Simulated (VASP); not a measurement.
A run of VASP 6.6.1:

INCAR

```
PREC = Accurate ; ENCUT = 520
EDIFF = 1E-6 ; ISMEAR = 0
SIGMA = 0.1 ; LREAL = F
LASPH = T ; NELM = 60
ALGO = Normal ; ISIF = 2
LWAVE = F ; LCHARG = F
GGA = PE ; NBANDS = 21
```

The input KPOINTS:

```
regular mesh
0
Gamma
  6 6 2
```

File POSCAR:

```
SiC5
1.0
    2.5326316200      0.0000000000      0.0000000000
   -1.2663158100      2.1933233200      0.0000000000
    0.0000000000      0.0000000000     14.2697299200
Si C
1 5
Direct
    0.0000000000      0.0000000000      0.5000000000
    0.0000000000      0.0000000000      0.8333333300
    0.0000000000      0.0000000000      0.0000000000
    0.0000000000      0.0000000000      0.1666666700
    0.0000000000      0.0000000000      0.3333333300
    0.0000000000      0.0000000000      0.6666666700
```

Potentials or basis: VASP PAW PBE potentials, release 64 (Si, C).

Command:

```sh
$ cat potpaw_PBE.64/Si/POTCAR potpaw_PBE.64/C/POTCAR > POTCAR
$ mpirun -np 1 vasp_std > vasp.out
```

Hardware: 1 thread of Intel(R) Xeon(R) Platinum 8488C (Sapphire Rapids), with other jobs on the host.

Q: Estimate the wall time of this run.

A: Run time: 27 s on 1 thread of Intel(R) Xeon(R) Platinum 8488C (Sapphire Rapids), with other jobs on the host, peak memory 0.19 GiB. Counts: scf iterations 14, k points 14.
